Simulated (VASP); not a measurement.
# Si (I4_1/amd) in VASP: a series of runs, part 2 of 2

VASP 6.6.1. Earlier steps stand in the parts before.

**3. Relaxation of shape and atoms at fixed volume, PBE (12.27 Å³/atom)**

This run uses another cell than the first one, of 12.27 Å³/atom.

Input file INCAR:

```
PREC = Accurate
ENCUT = 600
EDIFF = 1E-6
ISMEAR = 0
SIGMA = 0.05
LREAL = F
LASPH = T
NELM = 100
ALGO = Normal
ISIF = 4
LWAVE = F
LCHARG = F
GGA = PE
IBRION = 2
NSW = 60
EDIFFG = -0.01
```

Input file KPOINTS:

```
regular mesh
0
Gamma
  20 20 20
```

Input file POSCAR:

```
Si
1.0
   -2.2448567040      2.2448567040      1.2178594509
    2.2448567040     -2.2448567040      1.2178594509
    2.2448567040      2.2448567040     -1.2178594509
Si
2
Direct
    0.2500000000      0.7500000000      0.5000000000
    0.5000000000      0.5000000000      0.0000000000
```

Potentials or basis: VASP PAW PBE potentials, release 64 (Si).

Command:

```console
$ cat potpaw_PBE.64/Si/POTCAR > POTCAR
$ mpirun -np 1 vasp_std > vasp.out
```

OUTCAR:

```text
PREC = Accurate
   ENCUT = 600
   EDIFF = 1E-6
   ISMEAR = 0
   LREAL = F
   LASPH = T
   NELM = 100
   ISIF = 4
   GGA = PE
   IBRION = 2
   NSW = 60
   EDIFFG = -0.01

 ion  position               nearest neighbor table
   1  0.250  0.750  0.500-   2 2.33   2 2.33   2 2.33   2 2.33   2 2.89   2 2.89   2 2.89   2 2.89

   2  0.500  0.500  0.000-   1 2.33   1 2.33   1 2.33   1 2.33   1 2.89   1 2.89   1 2.89   1 2.89

  LATTYP: Found a body centered tetragonal cell.
 ALAT       =     4.4897134080
 C/A-ratio  =     0.5425109980

  Lattice vectors:

 A1 = (  -2.2448567040,   2.2448567040,   1.2178594509)
 A2 = (   2.2448567040,  -2.2448567040,   1.2178594509)
 A3 = (   2.2448567040,   2.2448567040,  -1.2178594509)

Analysis of symmetry for initial positions (statically):
=====================================================================
 Subroutine PRICEL returns:
 Original cell was already a primitive cell.

 Routine SETGRP: Setting up the symmetry group for a
 body centered tetragonal supercell.

 Subroutine GETGRP returns: Found 16 space group operations
 (whereof  8 operations were pure point group operations)
 out of a pool of 16 trial point group operations.

The static configuration has the point symmetry D_2d.
 The point group associated with its full space group is D_4h.

Analysis of symmetry for dynamics (positions and initial velocities):
=====================================================================
 Subroutine PRICEL returns:
 Original cell was already a primitive cell.

 Routine SETGRP: Setting up the symmetry group for a
 body centered tetragonal supercell.

 Subroutine GETGRP returns: Found 16 space group operations
 (whereof  8 operations were pure point group operations)
 out of a pool of 16 trial point group operations.

The dynamic configuration has the point symmetry D_2d.
[... 131 lines left out ...]
 conjugate gradient relaxation of ions
 non-spin polarized calculation
 Gauss-broadening in eV      SIGMA  =   0.05
  energy-cutoff  :      600.00
  volume of cell :       24.55
 maximum number of plane-waves:       835
   NGX = 13   NGY = 13   NGZ = 13

--------------------------------------- Ionic step        1  -------------------------------------------

 number of electron       8.0000000 magnetization

 Free energy of the ion-electron system (eV)
  ---------------------------------------------------
  ext. energy  EPLUGINS =         0.00000000
  ---------------------------------------------------
  free energy    TOTEN  =        -9.65162347 eV

  energy without entropy =       -9.65063091  energy(sigma->0) =       -9.65112719

------------------------ aborting loop because EDIFF is reached ----------------------------------------

  FORCE on cell =-STRESS in cart. coord.  units (eV):
  Direction    XX          YY          ZZ          XY          YZ          ZX
  --------------------------------------------------------------------------------------
  -------------------------------------------------------------------------------------
  Total        6.0649838      6.0649838      5.9329946      0.0000000      0.0000000      0.0000000
  in kB      395.8273641    395.8273641    387.2131719      0.0000000      0.0000000      0.0000000
  external PRESSURE =     392.9559667 kB  Pullay stress =       0.0000000 kB
[... 59 lines left out ...]
--------------------------------------- Ionic step        3  -------------------------------------------

 number of electron       8.0000000 magnetization

 Free energy of the ion-electron system (eV)
  ---------------------------------------------------
  ext. energy  EPLUGINS =         0.00000000
  ---------------------------------------------------
  free energy    TOTEN  =        -9.65189673 eV

  energy without entropy =       -9.65100803  energy(sigma->0) =       -9.65145238

 E-fermi :  12.1240     XC(G=0): -11.7996

 val. band max:       12.1176912341   @ k =  -0.2500   0.1500   0.0500
 cond. band min:      12.1259597975   @ k =  -0.4000   0.4000   0.1000
 fundamental gap:      0.0082685634
 Fermi energy:        12.1240102186

 k-point     1 :       0.0000    0.0000    0.0000
  band No.  band energies     occupation
      1      -3.6471      2.00000
      2       9.0176      2.00000
      3       9.0176      2.00000
      4      10.4828      2.00000
      5      12.6173      0.00000
      6      20.2712      0.00000
      7      22.7435      0.00000
      8      22.7617      0.00000
[... 243 lines left out ...]
 k-point    24 :      -0.3500    0.0500    0.0000
  band No.  band energies     occupation
      1      -0.5653      2.00000
      2       7.4890      2.00000
      3       8.9057      2.00000
      4      10.6814      2.00000
      5      14.1892      0.00000
      6      16.1635      0.00000
      7      17.0784      0.00000
      8      18.5595      0.00000

 [... further k-points ...]

------------------------ aborting loop because EDIFF is reached ----------------------------------------

  FORCE on cell =-STRESS in cart. coord.  units (eV):
  Direction    XX          YY          ZZ          XY          YZ          ZX
  --------------------------------------------------------------------------------------
  -------------------------------------------------------------------------------------
  Total        6.0046098      6.0046098      6.0229754      0.0000000      0.0000000      0.0000000
  in kB      391.8870930    391.8870930    393.0857149      0.0000000      0.0000000      0.0000000
  external PRESSURE =     392.2866336 kB  Pullay stress =       0.0000000 kB
[... 17 lines left out ...]
  FREE ENERGIE OF THE ION-ELECTRON SYSTEM (eV)
  ---------------------------------------------------
  free  energy   TOTEN  =        -9.6518967347 eV

  energy  without entropy=       -9.6510080331  energy(sigma->0) =       -9.65145238

 reached required accuracy - stopping structural energy minimisation
```

OSZICAR:

```text
N       E                     dE             d eps       ncg     rms          rms(c)
DAV:   1     0.712775507484E+01    0.71278E+01   -0.39614E+03 10272   0.959E+02
DAV:   2    -0.948513163142E+01   -0.16613E+02   -0.15982E+02 14448   0.856E+01
[... 14 lines left out ...]
   2 F= -.96518559E+01 E0= -.96513788E+01  d E =-.232386E-03
       N       E                     dE             d eps       ncg     rms          rms(c)
DAV:   1    -0.965193501447E+01   -0.79458E-04   -0.25144E-03 15608   0.305E-01    0.333E-02
DAV:   2    -0.965190873621E+01    0.26278E-04   -0.50959E-05 13144   0.609E-02    0.176E-02
DAV:   3    -0.965189662884E+01    0.12107E-04   -0.31516E-05 15816   0.332E-02    0.168E-03
DAV:   4    -0.965189673473E+01   -0.10589E-06   -0.11011E-06  7688   0.975E-03
   3 F= -.96518967E+01 E0= -.96514524E+01  d E =-.273263E-03
```

It took 4 min on 1 thread of Intel Xeon Platinum 8259CL at 2.50GHz (Skylake/Cascade Lake), shared host; peak memory 0.25 GiB.

What came out:

```yaml
Free_energy: -9.6519 eV
Energy_gained_by_relaxing: 0.1 meV/atom
Ionic_steps: 3
Pressure_after_relaxing: 39.2 GPa
Band_gap_on_the_k_mesh: zero (bands 4 and 5 overlap by 7.64 eV)
```

Stress tensor (GPa, compression positive):
```
39.19  0.00  0.00
 0.00 39.19  0.00
 0.00  0.00 39.31
```

The path:
```tsv
step	energy change (eV)	largest force (eV/Å)	pressure (GPa)	volume (Å³)
1	0.0000	0.0000	39.30	24.55
2	-0.0002	0.0000	39.26	24.55
3	-0.0003	0.0000	39.23	24.55
```

Final structure:
```
Si
1.0
    -2.24868    2.24868    1.21372
     2.24868   -2.24868    1.21372
     2.24868    2.24868   -1.21372
Si
2
Direct
  0.25000 0.75000 0.50000
  0.50000 0.50000 0.00000
```

**4. Relaxation of shape and atoms at fixed volume, PBE (9.82 Å³/atom)**

This run uses another cell than the first one, of 9.82 Å³/atom.

Input file INCAR:

```
PREC     = Accurate       # precision mode
ENCUT    = 600            # plane-wave cutoff, eV
EDIFF    = 1E-7           # SCF threshold, eV
ISMEAR   = 0              # smearing method
SIGMA    = 0.05           # smearing width, eV
LREAL    = False          # projectors in reciprocal space
LASPH    = True           # aspherical terms in the spheres
NELM     = 80             # most SCF steps
ALGO     = Normal         # electronic algorithm
ISIF     = 4              # what is computed and relaxed
LWAVE    = False          # write WAVECAR
LCHARG   = False          # write CHGCAR
GGA      = PE             # functional
IBRION   = 2              # ionic algorithm
NSW      = 60             # ionic steps
EDIFFG   = -0.01          # ionic threshold
```

Input file KPOINTS:

```
regular mesh
0
Gamma
  22 22 22
```

Input file POSCAR:

```
Si
1.0
   -2.0936371489      2.0936371489      1.1201123202
    2.0936371489     -2.0936371489      1.1201123202
    2.0936371489      2.0936371489     -1.1201123202
Si
2
Direct
    0.2500000000      0.7500000000      0.5000000000
    0.5000000000      0.5000000000      0.0000000000
```

Command:

```console
$ cat potpaw_PBE.64/Si/POTCAR > POTCAR
$ mpirun -np 1 vasp_std > vasp.out
```

Wall time 5.7 min (1 thread of Intel Xeon Platinum 8259CL at 2.50GHz (Skylake/Cascade Lake), shared host); peak memory 0.26 GiB.

It converged, with:

```yaml
Free_energy: -7.3617 eV
Energy_gained_by_relaxing: 0.0 meV/atom
Ionic_steps: 3
Pressure_after_relaxing: 122.7 GPa
Band_gap_on_the_k_mesh: zero (bands 4 and 5 overlap by 8.79 eV)
```

Final structure:
```
Si
1.0
    -2.09454    2.09454    1.11914
     2.09454   -2.09454    1.11914
     2.09454    2.09454   -1.11914
Si
2
Direct
  0.25000 0.75000 0.50000
  0.50000 0.50000 0.00000
```

Levels at points of the mesh, in eV from the Fermi level:
```tsv
k point	band 2	band 3	band 4	band 5	band 6	band 7
(0.00, 0.00, 0.00)	-3.68	-3.68	-1.09	-0.83	8.46	11.17
(0.50, 0.00, 0.00)	-8.86	-2.75	-2.25	-0.65	-0.44	6.34
(0.50, 0.50, 0.00)	-14.09	-0.17	-0.17	2.79	2.79	11.87
(0.50, 0.50, 0.50)	-10.18	-10.10	-10.10	8.21	8.21	18.21
```

**5. Relaxation of shape and atoms at fixed volume, PBE (12.89 Å³/atom)**

This run uses another cell than the first one, of 12.89 Å³/atom.

Input file INCAR:

```
SYSTEM = Si
ALGO = Normal
EDIFF = 1E-7
EDIFFG = -0.01
ENCUT = 600
GGA = PE
IBRION = 2
ISIF = 4
ISMEAR = 0
LASPH = .TRUE.
LCHARG = .FALSE.
LREAL = .FALSE.
LWAVE = .FALSE.
NELM = 60
NSW = 60
PREC = Accurate
SIGMA = 0.05
```

Input file KPOINTS:

```
k-points
0
G
  20 20 20
  0 0 0
```

Input file POSCAR:

```
Si
1.0
   -2.2777739407      2.2777739407      1.2420597191
    2.2777739407     -2.2777739407      1.2420597191
    2.2777739407      2.2777739407     -1.2420597191
Si
2
Direct
    0.2500000000      0.7500000000      0.5000000000
    0.5000000000      0.5000000000      0.0000000000
```

Command:

```console
$ cat potpaw_PBE.64/Si/POTCAR > POTCAR
$ mpirun -np 1 vasp_std > vasp.out
```

Wall time 3.6 min (1 thread of Intel Xeon Platinum 8259CL at 2.50GHz (Skylake/Cascade Lake), shared host); peak memory 0.26 GiB.

It converged, with:

| Item | Value |
| --- | --- |
| Free energy | -9.9063 eV |
| Energy gained by relaxing | 0.1 meV/atom |
| Ionic steps | 2 |
| Pressure after relaxing | 27.6 GPa |
| Band gap on the k mesh | zero (bands 4 and 5 overlap by 7.43 eV) |

Stress tensor (GPa, compression positive):
```
27.68  0.00  0.00
 0.00 27.68  0.00
 0.00  0.00 27.50
```

The path:
```tsv
step	energy change (eV)	largest force (eV/Å)	pressure (GPa)	volume (Å³)
1	0.0000	0.0000	27.67	25.78
2	-0.0002	0.0000	27.62	25.78
```

Final structure:
```
Si
1.0
    -2.28048    2.28048    1.23912
     2.28048   -2.28048    1.23912
     2.28048    2.28048   -1.23912
Si
2
Cartesian
  2.2805 0.0000 0.6196
  2.2805 2.2805 0.0000
```

Levels at points of the mesh, in eV from the Fermi level:
| k point | band 1 | band 2 | band 3 | band 4 | band 5 | band 6 | band 7 | band 8 |
| --- | --- | --- | --- | --- | --- | --- | --- | --- |
| (0.00, 0.00, 0.00) | -15.29 | -2.95 | -2.95 | -1.70 | 0.76 | 8.06 | 10.24 | 10.24 |
| (0.50, 0.00, 0.00) | -7.97 | -7.66 | -2.43 | -1.91 | -1.13 | 0.56 | 5.24 | 5.84 |
| (0.50, 0.50, 0.00) | -11.85 | -11.85 | 0.13 | 0.13 | 2.66 | 2.66 | 10.07 | 10.07 |
| (0.50, 0.50, 0.50) | -8.97 | -8.97 | -7.94 | -7.94 | 6.76 | 6.76 | 15.19 | 15.24 |

**6. The runs side by side**

| cell | k mesh | gap on the mesh (eV) | pressure (GPa) |
| --- | --- | --- | --- |
| relaxed from a = 3.346 Å, angles 97.3, 97.3, 138.2°, 2 atoms | 20 × 20 × 20 | none | 53.7 |
| relaxed from a = 3.400 Å, angles 97.4, 97.4, 138.0°, 2 atoms | 20 × 20 × 20 | none | 39.2 |
| relaxed from a = 3.166 Å, angles 97.2, 97.2, 138.6°, 2 atoms | 22 × 22 × 22 | none | 122.7 |
| relaxed from a = 3.452 Å, angles 97.4, 97.4, 137.8°, 2 atoms | 20 × 20 × 20 | none | 27.6 |

Alike in all rows: task relaxation of shape and atoms at fixed volume; level PBE; potentials or basis VASP PAW PBE potentials, release 64 (Si); no spin polarisation; cutoff (eV) 600; smearing gaussian 0.05 eV.

Absolute energies hang on the potentials; compare differences alone.
